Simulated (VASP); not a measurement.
# Li (Im-3m) in VASP: single point with r2SCAN

Aim: the single point of Li with r2SCAN.

All numbers are computed with VASP 6.6.1; they aren't measurements. Logs are shortened: lines on timing, memory, paths and dates and some standing lists are left out, and cuts for length are marked.

## (1) The cell of the first run

The structure is cubic, space group Im-3m (No. 229). The conventional cell has a = 3.476 Å, b = 3.476 Å, c = 3.476 Å, α = 90.00°, β = 90.00°, γ = 90.00°. Within 4.0 Å of Li (site symmetry m-3m) lie 14 Li at 3.01 to 3.48 Å.

## (2) Single point, r2SCAN

POSCAR reads:

```
Li
1.0
    3.4764684389      0.0000000000      0.0000000000
    0.0000000000      3.4764684389      0.0000000000
    0.0000000000      0.0000000000      3.4764684389
Li
2
Direct
    0.0000000000      0.0000000000      0.0000000000
    0.5000000000      0.5000000000      0.5000000000
```

INCAR.step1 reads:

```
ALGO     = Normal         # electronic algorithm
EDIFF    = 1E-4           # SCF threshold, eV
ENCUT    = 520            # plane-wave cutoff, eV
GGA      = PE             # functional
ISMEAR   = 1              # smearing method
LASPH    = True           # aspherical terms in the spheres
LCHARG   = False          # write CHGCAR
LREAL    = False          # projectors in reciprocal space
LWAVE    = True           # write WAVECAR
NBANDS   = 10             # bands
NELM     = 80             # most SCF steps
PREC     = Accurate       # precision mode
SIGMA    = 0.1            # smearing width, eV
```

INCAR.step2 reads:

```
ALGO     = Normal         # electronic algorithm
EDIFF    = 1E-7           # SCF threshold, eV
ENCUT    = 520            # plane-wave cutoff, eV
ISIF     = 2              # what is computed and relaxed
ISMEAR   = 1              # smearing method
ISTART   = 1            
LASPH    = True           # aspherical terms in the spheres
LCHARG   = False          # write CHGCAR
LMIXTAU  = True         
LREAL    = False          # projectors in reciprocal space
LWAVE    = False          # write WAVECAR
METAGGA  = R2SCAN         # meta-GGA
NBANDS   = 10             # bands
NELM     = 80             # most SCF steps
PREC     = Accurate       # precision mode
SIGMA    = 0.1            # smearing width, eV
```

KPOINTS reads:

```
k-points
0
Gamma
  20 20 20
```

Potentials or basis: VASP PAW PBE potentials, release 64 (Li_sv).

On the command line:

```bash
$ cat potpaw_PBE.64/Li_sv/POTCAR > POTCAR
$ cp INCAR.step1 INCAR
$ mpirun -np 1 vasp_std > vasp.out
$ cp INCAR.step2 INCAR
$ mpirun -np 1 vasp_std > vasp.out
```

OUTCAR:

```text
EDIFF = 1E-7
   ENCUT = 520
   ISIF = 2
   ISMEAR = 1
   ISTART = 1
   LASPH = True
   LREAL = False
   METAGGA = R2SCAN
   NELM = 80
   PREC = Accurate

 ion  position               nearest neighbor table
   1  0.000  0.000  0.000-
   2  0.500  0.500  0.500-

  LATTYP: Found a simple cubic cell.
 ALAT       =     3.4764684389

  Lattice vectors:

 A1 = (   3.4764684389,   0.0000000000,   0.0000000000)
 A2 = (   0.0000000000,   3.4764684389,   0.0000000000)
 A3 = (   0.0000000000,   0.0000000000,   3.4764684389)

Analysis of symmetry for initial positions (statically):
=====================================================================
 Subroutine PRICEL returns following result:

  LATTYP: Found a body centered cubic cell.
 ALAT       =     3.4764684389

  Lattice vectors:

 A1 = (   1.7382342194,   1.7382342194,  -1.7382342194)
 A2 = (  -1.7382342194,   1.7382342194,   1.7382342194)
 A3 = (   1.7382342194,  -1.7382342194,   1.7382342194)

   2 primitive cells build up your supercell.

 Routine SETGRP: Setting up the symmetry group for a
 simple cubic supercell.

 Subroutine GETGRP returns: Found 48 space group operations
[... 5 lines left out ...]
Analysis of symmetry for dynamics (positions and initial velocities):
=====================================================================
 Subroutine PRICEL returns following result:

  LATTYP: Found a body centered cubic cell.
 ALAT       =     3.4764684389

  Lattice vectors:

 A1 = (   1.7382342194,   1.7382342194,  -1.7382342194)
 A2 = (  -1.7382342194,   1.7382342194,   1.7382342194)
 A3 = (   1.7382342194,  -1.7382342194,   1.7382342194)

   2 primitive cells build up your supercell.

 Routine SETGRP: Setting up the symmetry group for a
 simple cubic supercell.

 Subroutine GETGRP returns: Found 48 space group operations
[... 5 lines left out ...]
 Subroutine INISYM returns: Found 48 space group operations
 (whereof 48 operations are pure point group operations),
 and found     2 'primitive' translations

----------------------------------------------------------------------------------------

                                     Primitive cell

  volume of cell :      21.0080

[... 82 lines left out ...]
   LSORBIT =      F    spin-orbit coupling
   LASPH  =      T    aspherical Exc in radial PAW
   ENCUT  =  520.0 eV  38.22 Ry    6.18 a.u.   6.46  6.46  6.46*2*pi/ulx,y,z
   NELM   =     80;   NELMIN=  2; NELMDL=  0     # of ELM steps
   EDIFF  = 0.1E-06   stopping-criterion for ELM
   LREAL  =      F    real-space projection
   EDIFFG = 0.1E-05   stopping-criterion for IOM
   NSW    =      0    number of steps for IOM
   IBRION =     -1    ionic relax: 0-MD 1-quasi-New 2-CG
   NFREE  =      0    steps in history (QN), initial steepest desc. (CG)
   ISIF   =      2    stress and relaxation
   ISYM   =      2    0-nonsym 1-usesym 2-fastsym
   POTIM  = 0.5000    time-step for ionic-motion
   TEBEG  =    0.0;   TEEND  =   0.0 temperature during run
   PSTRESS=    0.0 pullay stress
   NELECT =       6.0000    total number of electrons
   NUPDOWN=      -1.0000    fix difference up-down
   EMIN   =  10.00;   EMAX   =-10.00  energy-range for DOS
   EFERMI =   0.00;   METHOD = LEGACY
   ISMEAR =     1;   SIGMA  =   0.10  broadening in eV -4-tet -1-fermi 0-gaus
   EFERMI_NEDOS =   21; number of points for ismear=-14 and -15
   IALGO  =     38    algorithm
   IMIX   =      4    mixing-type and parameters
     AMIX     =   0.40;   BMIX     =  1.00
     AMIX_MAG =   1.60;   BMIX_MAG =  1.00
  volume/ion in A,a.u.               =      21.01       141.77
  Fermi-wavevector in a.u.,A,eV,Ry     =   0.855698  1.617034  9.962435  0.732218
  Thomas-Fermi vector in A             =   1.972487
   LORBIT       =      0    0 simple, 1 ext, 2 COOP (PROOUT), +10 PAW based schemes
   METAGGA = R2SCAN    functional components
   LHFCALC =     F    Hartree Fock is set to
   AEXX    =    0.0000 exact exchange contribution
   IVDW    =     0    specifies the selected vdW correction
   LEPSILON=     F    determine dielectric tensor
   LRPA    =     F    only Hartree local field effects (RPA)
 non-spin polarized calculation
 Methfessel and Paxton  Order N= 1 SIGMA  =   0.10
  energy-cutoff  :      520.00
  volume of cell :       42.02
 maximum number of plane-waves:      1157
 NGX is ok and might be reduce to    28
   NGX = 13   NGY = 13   NGZ = 13

 number of electron       6.0000017 magnetization

 Free energy of the ion-electron system (eV)
  ---------------------------------------------------
  ext. energy  EPLUGINS =         0.00000000
  ---------------------------------------------------
  free energy    TOTEN  =        -4.76352842 eV

  energy without entropy =       -4.76309907  energy(sigma->0) =       -4.76338530

 E-fermi :   0.5621     XC(G=0):  -7.3563

 val. band max:        0.5568567852   @ k =   0.4000   0.4000   0.2500
 cond. band min:       0.5737728984   @ k =   0.4000   0.1000   0.0500
 fundamental gap:      0.0169161132
 Fermi energy:         0.5620810350

 k-point     1 :       0.0000    0.0000    0.0000
  band No.  band energies     occupation
      1     -47.6024      2.00000
      2     -47.5727      2.00000
      3      -3.2799      2.00000
      4       6.4784      0.00000
      5       6.4784      0.00000
      6       6.4784      0.00000
      7       8.5850      0.00000
      8       8.5850      0.00000
      9      15.0888      0.00000
     10      16.4562      0.00000
[... 287 lines left out ...]
 k-point    24 :       0.2000    0.1000    0.0000
  band No.  band energies     occupation
      1     -47.5984      2.00000
      2     -47.5753      2.00000
      3      -2.7714      2.00000
      4       3.4658      0.00000
      5       5.9523      0.00000
      6       7.1238      0.00000
      7      10.2010      0.00000
      8      12.5393      0.00000
      9      13.2081      0.00000
     10      14.2729      0.00000

 [... further k-points ...]
[... 5 lines left out ...]
  --------------------------------------------------------------------------------------
  -------------------------------------------------------------------------------------
  Total       -0.0260736     -0.0260736     -0.0260736      0.0000000     -0.0000000      0.0000000
  in kB       -0.9942520     -0.9942520     -0.9942520      0.0000000     -0.0000000      0.0000000
  external PRESSURE =      -0.9942520 kB  Pullay stress =       0.0000000 kB

 VOLUME and BASIS-vectors are now :
 -----------------------------------------------------------------------------
  energy-cutoff  :      520.00
  volume of cell :       42.02
      direct lattice vectors                 reciprocal lattice vectors
     3.476468439  0.000000000  0.000000000     0.287648232  0.000000000  0.000000000
     0.000000000  3.476468439  0.000000000     0.000000000  0.287648232  0.000000000
     0.000000000  0.000000000  3.476468439     0.000000000  0.000000000  0.287648232

 POSITION                                       TOTAL-FORCE (eV/Angst)
 -----------------------------------------------------------------------------------
      0.00000      0.00000      0.00000         0.000000      0.000000      0.000000
      1.73823      1.73823      1.73823        -0.000000     -0.000000     -0.000000
 -----------------------------------------------------------------------------------
    total drift:                                0.000000      0.000000      0.000000

  FREE ENERGIE OF THE ION-ELECTRON SYSTEM (eV)
  ---------------------------------------------------
  free  energy   TOTEN  =        -4.7635284182 eV

  energy  without entropy=       -4.7630990716  energy(sigma->0) =       -4.76338530
```

OUTCAR.step1:

```text
EDIFF = 1E-4
   ENCUT = 520
   GGA = PE
   ISMEAR = 1
   LASPH = True
[... 551 lines left out ...]
 -----------------------------------------------------------------------------------
      0.00000      0.00000      0.00000         0.000000     -0.000000      0.000000
      1.73823      1.73823      1.73823        -0.000000      0.000000     -0.000000
 -----------------------------------------------------------------------------------
    total drift:                                0.000000      0.000000      0.000000

  FREE ENERGIE OF THE ION-ELECTRON SYSTEM (eV)
  ---------------------------------------------------
  free  energy   TOTEN  =        -3.8064762940 eV

  energy  without entropy=       -3.8060038719  energy(sigma->0) =       -3.80631882
```

OSZICAR.step1:

```text
N       E                     dE             d eps       ncg     rms          rms(c)
DAV:   1     0.109807932871E+02    0.10981E+02   -0.24165E+03  5744   0.548E+02
DAV:   2    -0.214492960375E+01   -0.13126E+02   -0.12856E+02  7446   0.986E+01
DAV:   3    -0.377031091886E+01   -0.16254E+01   -0.16113E+01  9292   0.234E+01
DAV:   4    -0.380926522776E+01   -0.38954E-01   -0.38922E-01  7468   0.379E+00
DAV:   5    -0.380984863543E+01   -0.58341E-03   -0.58336E-03  7560   0.405E-01    0.328E-01
DAV:   6    -0.380757580543E+01    0.22728E-02   -0.59265E-04  9918   0.118E-01    0.186E-01
DAV:   7    -0.380647929836E+01    0.10965E-02   -0.12836E-03 10696   0.166E-01    0.377E-02
DAV:   8    -0.380647629397E+01    0.30044E-05   -0.26437E-05  4402   0.436E-02
   1 F= -.38064763E+01 E0= -.38063188E+01  d E =-.472422E-03
```

Wall time 8.4 min (1 thread of Oxide Virtual Turin-like, shared host); peak memory 0.19 GiB.

What came out:

```yaml
Free_energy: -4.7635 eV
Band_gap_on_the_k_mesh: zero (band 3 reaches 4.13 eV, above the bottom of band 4 at -0.70 eV)
```

Levels at points of the mesh, in eV from the Fermi level:
```
           k point  band 1  band 2  band 3  band 4  band 5  band 6  band 7
(0.00, 0.00, 0.00)  -48.16  -48.13   -3.84    5.92    5.92    5.92    8.02
(0.50, 0.00, 0.00)  -48.15  -48.15   -1.26   -1.26    9.11    9.11    9.11
(0.50, 0.50, 0.00)  -48.15  -48.15    0.26    0.26    3.37    3.37   11.19
(0.50, 0.50, 0.50)  -48.15  -48.15    3.56    3.56    3.56    3.56    3.56
```

Caveat: the cutoff is under 1.25 times the usual one of these potentials, so pressure, stress and relaxed cells hold a basis-set (Pulay) error; the PAW data sets were made with another functional, which shifts forces and pressure a little.
